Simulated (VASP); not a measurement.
# P (P4mm) in VASP: a series of runs, part 2 of 2

VASP 6.6.1. Earlier steps stand in the parts before.

### Step 3. Single point, PBE+D3(BJ) (atom 1 (P) moved +0.125 Å towards its neighbour atom 2 (P) at 2.407 Å)

File INCAR:

```
SYSTEM = P
  PREC = Accurate
  ENCUT = 520
  EDIFF = 1E-7
  ISMEAR = 0
  SIGMA = 0.15
  LREAL = .FALSE.
  LASPH = .TRUE.
  NELM = 60
  ALGO = Normal
  ISIF = 2
  LWAVE = .FALSE.
  LCHARG = .TRUE.
  GGA = PE
  IVDW = 12
  LELF = .TRUE.
  LVHAR = .TRUE.
  NBANDS = 30
```

File KPOINTS:

```
regular mesh
0
G
  12 12 12
  0 0 0
```

File POSCAR:

```
P
1.0
    0.0000000000     -4.8145205296      0.0000000000
   -4.8145205296      0.0000000000      0.0000000000
    0.0000000000      0.0000000000     -4.8147372170
P
8
Direct
    0.5000000000      0.5000000000      0.4740380431
    0.5000000000      0.5000000000      0.0000000000
    0.0000000000      0.5000000000      0.5000000000
    0.0000000000      0.5000000000      0.0000000000
    0.5000000000      0.0000000000      0.5000000000
    0.5000000000      0.0000000000      0.0000000000
    0.0000000000      0.0000000000      0.5000000000
    0.0000000000      0.0000000000      0.0000000000
```

Potentials or basis: VASP PAW PBE potentials, release 64 (P).

The run is started by

```bash
cat potpaw_PBE.64/P/POTCAR > POTCAR
mpirun -np 1 vasp_std > vasp.out
```

OUTCAR:

```text
SYSTEM = P
   PREC = Accurate
   ENCUT = 520
   EDIFF = 1E-7
   ISMEAR = 0
   LREAL = .FALSE.
   LASPH = .TRUE.
   NELM = 60
   ISIF = 2
   GGA = PE
   IVDW = 12
 IVDW          = 12

 ion  position               nearest neighbor table
   1  0.500  0.500  0.474-   2 2.28   3 2.41   5 2.41   5 2.41   3 2.41   2 2.53
   2  0.500  0.500  0.000-   1 2.28   4 2.41   6 2.41   6 2.41   4 2.41   1 2.53
   3  0.000  0.500  0.500-   7 2.41   7 2.41   4 2.41   4 2.41   1 2.41   1 2.41
   4  0.000  0.500  0.000-   2 2.41   8 2.41   8 2.41   2 2.41   3 2.41   3 2.41
   5  0.500  0.000  0.500-   7 2.41   7 2.41   6 2.41   6 2.41   1 2.41   1 2.41
   6  0.500  0.000  0.000-   2 2.41   8 2.41   2 2.41   8 2.41   5 2.41   5 2.41
   7  0.000  0.000  0.500-   3 2.41   5 2.41   3 2.41   5 2.41   8 2.41   8 2.41
   8  0.000  0.000  0.000-   4 2.41   6 2.41   4 2.41   6 2.41   7 2.41   7 2.41

  LATTYP: Found a simple tetragonal cell.
 ALAT       =     4.8145205296
 C/A-ratio  =     1.0000450071

  Lattice vectors:

 A1 = (   0.0000000000,  -4.8145205296,   0.0000000000)
 A2 = (  -4.8145205296,   0.0000000000,   0.0000000000)
 A3 = (   0.0000000000,   0.0000000000,  -4.8147372170)

Analysis of symmetry for initial positions (statically):
=====================================================================
 Subroutine PRICEL returns:
 Original cell was already a primitive cell.

 Routine SETGRP: Setting up the symmetry group for a
 simple tetragonal supercell.

 Subroutine GETGRP returns: Found  8 space group operations
 (whereof  8 operations were pure point group operations)
 out of a pool of 16 trial point group operations.

The static configuration has the point symmetry C_4v.

Analysis of symmetry for dynamics (positions and initial velocities):
=====================================================================
 Subroutine PRICEL returns:
 Original cell was already a primitive cell.

 Routine SETGRP: Setting up the symmetry group for a
[... 143 lines left out ...]
   GGA     = PE    functional components
   LHFCALC =     F    Hartree Fock is set to
   AEXX    =    0.0000 exact exchange contribution
   IVDW    =    12    specifies the selected vdW correction
   LEPSILON=     F    determine dielectric tensor
   LRPA    =     F    only Hartree local field effects (RPA)
 non-spin polarized calculation
 Gauss-broadening in eV      SIGMA  =   0.15
  energy-cutoff  :      520.00
  volume of cell :      111.60
 maximum number of plane-waves:      3032
 NGX is ok and might be reduce to    36
   NGX = 17   NGY = 17   NGZ = 17

 number of electron      39.9999981 magnetization

 Free energy of the ion-electron system (eV)
  ---------------------------------------------------
  ext. energy  EPLUGINS =         0.00000000
  ---------------------------------------------------
  free energy    TOTEN  =       -42.05860399 eV

  energy without entropy =      -42.02819996  energy(sigma->0) =      -42.04340198

 E-fermi :  10.2780     XC(G=0): -11.4670

 val. band max:       10.2738072198   @ k =   0.5000   0.2500   0.4167
 cond. band min:      10.2782569497   @ k =   0.5000   0.3333   0.2500
 fundamental gap:      0.0044497300
 Fermi energy:        10.2779854320

 k-point     1 :       0.0000    0.0000    0.0000
  band No.  band energies     occupation
      1      -6.6924      2.00000
      2      -2.1930      2.00000
      3      -2.1348      2.00000
      4      -2.1242      2.00000
      5       1.2069      2.00000
      6       1.2185      2.00000
[... 781 lines left out ...]
     29      15.4716      0.00000
     30      15.6761      0.00000

 [... further k-points ...]

------------------------ aborting loop because EDIFF is reached ----------------------------------------

 Edisp (eV)   -4.05184

 E8    (eV) :    -1.5307

  FORCE on cell =-STRESS in cart. coord.  units (eV):
  Direction    XX          YY          ZZ          XY          YZ          ZX
  --------------------------------------------------------------------------------------
  -------------------------------------------------------------------------------------
  Total      -0.14612    -0.14612     0.25201     0.00000     0.00000     0.00000
  in kB      -2.09770    -2.09770     3.61785     0.00000     0.00000     0.00000
  external pressure =       -0.19 kB  Pullay stress =        0.00 kB

 VOLUME and BASIS-vectors are now :
 -----------------------------------------------------------------------------
  energy-cutoff  :      520.00
  volume of cell :      111.60
      direct lattice vectors                 reciprocal lattice vectors
     0.000000000 -4.814520530  0.000000000     0.000000000 -0.207705003  0.000000000
    -4.814520530  0.000000000  0.000000000    -0.207705003  0.000000000  0.000000000
     0.000000000  0.000000000 -4.814737217     0.000000000  0.000000000 -0.207695655

 POSITION                                       TOTAL-FORCE (eV/Angst)
 -----------------------------------------------------------------------------------
     -2.40726     -2.40726     -2.28237        -0.000000     -0.000000     -0.505796
     -2.40726     -2.40726      0.00000        -0.000000     -0.000000      0.047028
     -2.40726      0.00000     -2.40737         0.000000     -0.000000     -0.025503
     -2.40726      0.00000      0.00000         0.000000     -0.000000      0.254177
      0.00000     -2.40726     -2.40737         0.000000     -0.000000     -0.025503
      0.00000     -2.40726      0.00000        -0.000000     -0.000000      0.254177
      0.00000      0.00000     -2.40737         0.000000      0.000000      0.226074
      0.00000      0.00000      0.00000         0.000000     -0.000000     -0.224655
 -----------------------------------------------------------------------------------
    total drift:                                0.000000      0.000000     -0.000073

  FREE ENERGIE OF THE ION-ELECTRON SYSTEM (eV)
  ---------------------------------------------------
  free  energy   TOTEN  =       -46.1104400983 eV

  energy  without entropy=      -46.0800360686  energy(sigma->0) =      -46.09523808
```

OSZICAR:

```text
N       E                     dE             d eps       ncg     rms          rms(c)
DAV:   1     0.127367900260E+03    0.12737E+03   -0.17590E+04 11760   0.118E+03
DAV:   2    -0.330603206044E+02   -0.16043E+03   -0.15387E+03 14846   0.190E+02
DAV:   3    -0.419315526148E+02   -0.88712E+01   -0.86980E+01 15224   0.411E+01
DAV:   4    -0.420578682470E+02   -0.12632E+00   -0.12555E+00 15040   0.558E+00
DAV:   5    -0.420597670497E+02   -0.18988E-02   -0.18978E-02 14878   0.617E-01    0.142E+01
DAV:   6    -0.420545481329E+02    0.52189E-02   -0.13266E-02 14992   0.629E-01    0.847E+00
DAV:   7    -0.420578530047E+02   -0.33049E-02   -0.20865E-02 13760   0.910E-01    0.268E-01
DAV:   8    -0.420582629245E+02   -0.40992E-03   -0.18716E-03 14178   0.215E-01    0.164E-01
DAV:   9    -0.420585360690E+02   -0.27314E-03   -0.28971E-04 14290   0.915E-02    0.729E-02
DAV:  10    -0.420586009302E+02   -0.64861E-04   -0.64696E-05 14214   0.448E-02    0.174E-02
DAV:  11    -0.420586038200E+02   -0.28898E-05   -0.44255E-06 14762   0.115E-02    0.803E-03
DAV:  12    -0.420586040400E+02   -0.21998E-06   -0.10795E-06 15030   0.525E-03    0.183E-03
DAV:  13    -0.420586039932E+02    0.46759E-07   -0.15078E-07 11048   0.189E-03
   1 F= -.46110440E+02 E0= -.46095238E+02  d E =-.304040E-01
```

Wall time 4.5 min (1 thread of Intel Xeon Platinum 8488C (Sapphire Rapids), shared host); peak memory 0.51 GiB.

What came out:

```yaml
Free_energy: -46.1104 eV
Pressure: 0.0 GPa
Largest_force: 0.506 eV/Å
Band_gap_on_the_k_mesh: zero (bands 20 and 21 overlap by 2.55 eV)
Dispersion_energy_per_atom: -0.506 eV
```

Forces on the atoms (eV/Å):
```
P    0.000  0.000 -0.506
P    0.000  0.000  0.047
P    0.000  0.000 -0.026
P    0.000  0.000  0.254
P    0.000  0.000 -0.026
P    0.000  0.000  0.254
P    0.000  0.000  0.226
P    0.000  0.000 -0.225
```

Stress tensor (GPa, compression positive):
```
-0.21  0.00  0.00
 0.00 -0.21  0.00
 0.00  0.00  0.36
```

Levels at points of the mesh, in eV from the Fermi level:
```tsv
k point	band 18	band 19	band 20	band 21	band 22	band 23
(0.00, 0.00, 0.00)	-2.24	-2.24	-1.17	0.69	0.69	0.71
(0.50, 0.00, 0.00)	-3.21	0.49	0.51	0.53	0.53	2.02
(0.50, 0.50, 0.00)	-1.11	-1.10	-1.09	0.53	0.54	0.54
(0.00, 0.00, 0.50)	-3.09	0.18	0.49	0.53	0.87	2.01
(0.50, 0.00, 0.50)	-1.19	-1.02	-0.96	0.27	0.52	0.55
(0.50, 0.50, 0.50)	-1.42	-1.42	-1.42	-1.35	-1.25	-1.25
```

Caveat: the cell differs from its parent crystal (atom 1 (P) moved +0.125 Å towards its neighbour atom 2 (P) at 2.407 Å).
